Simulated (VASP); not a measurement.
Here is a VASP 6.6.1 calculation.

The input INCAR:

```
SYSTEM = Ti2BN
PREC     = Accurate       ! precision mode
ENCUT    = 520            ! plane-wave cutoff, eV
EDIFF    = 1E-6           ! SCF threshold, eV
ISMEAR   = -1             ! smearing method
SIGMA    = 0.05           ! smearing width, eV
LREAL    = .False.        ! projectors in reciprocal space
LASPH    = .True.         ! aspherical terms in the spheres
NELM     = 80             ! most SCF steps
ALGO     = Normal         ! electronic algorithm
ISIF     = 2              ! what is computed and relaxed
LWAVE    = .False.        ! write WAVECAR
LCHARG   = .False.        ! write CHGCAR
GGA      = PE             ! functional
NBANDS   = 24             ! bands
```

KPOINTS

```
regular mesh
0
Gamma
  10 10 5
  0 0 0
```

The input POSCAR:

```
Ti2BN
1.0
    3.0094511600      0.0000000000      0.0000000000
   -1.5047255800      2.6062611600      0.0000000000
    0.0000000000      0.0000000000      5.8263444500
Ti B N
2 1 1
Direct
    0.0000000000      0.0000000000      0.2565625700
    0.0000000000      0.0000000000      0.7434374300
    0.0000000000      0.0000000000      0.5000000000
    0.0000000000      0.0000000000      0.0000000000
```

Potentials or basis: VASP PAW PBE potentials, release 64 (Ti_sv, B, N).

Launch:

```sh
$ cat potpaw_PBE.64/Ti_sv/POTCAR potpaw_PBE.64/B/POTCAR potpaw_PBE.64/N/POTCAR > POTCAR
$ mpirun -np 1 vasp_std > vasp.out
```

Estimate the pressure.

115.1 GPa.

Estimate the largest force.

4.384 eV/Å.

Stress tensor (GPa, compression positive):
```
 13.61   0.00   0.00
  0.00  13.61   0.00
  0.00   0.00 318.03
```

Caveat: forces of over 1 eV/Å act on the atoms, so gaps and moduli don't describe the material at rest.
